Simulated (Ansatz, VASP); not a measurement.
# Si2Mo in VASP and in Ansatz

```
Si Mo
1.0
     4.58547    0.00000    0.00000
    -2.29274    3.97113    0.00000
     0.00000    0.00000    6.57976
Si Mo
6 3
Direct
  0.16387 0.83613 0.83333
  0.32775 0.16387 0.16667
  0.83613 0.67225 0.50000
  0.83613 0.16387 0.83333
  0.67225 0.83613 0.16667
  0.16387 0.32775 0.50000
  0.50000 0.00000 0.50000
  0.00000 0.50000 0.16667
  0.50000 0.50000 0.83333
```

Alike in both runs: task single point; functional PBE; k mesh 9 × 9 × 6; occupations gaussian, width 0.05 eV; no spin polarisation.

|  | VASP | Ansatz |
| --- | --- | --- |
| version | VASP 6.6.1 | Ansatz 0.2.0 |
| potentials or method | VASP PAW PBE potentials, release 64 (Si, Mo_sv), cutoff 520 eV | scalar-relativistic, plane waves, PAW |
| valence electrons in the cell | 66 | 66 |

```csv
,VASP,Ansatz,Ansatz less VASP
gap on the k mesh at the Fermi level (eV),0.18,0.18,+0.003
pressure (GPa),3.7,3.5,-0.16
"traceless stress, the component that is largest in VASP (GPa)",-0.09,-0.08,+0.014
rms of the force components (eV/Å),0.003,0.005,+0.0022
```

Atom by atom the forces differ by 0.002 eV/Å (rms over components). With one functional, cell and mesh, what is left measures potentials, basis and numerics.
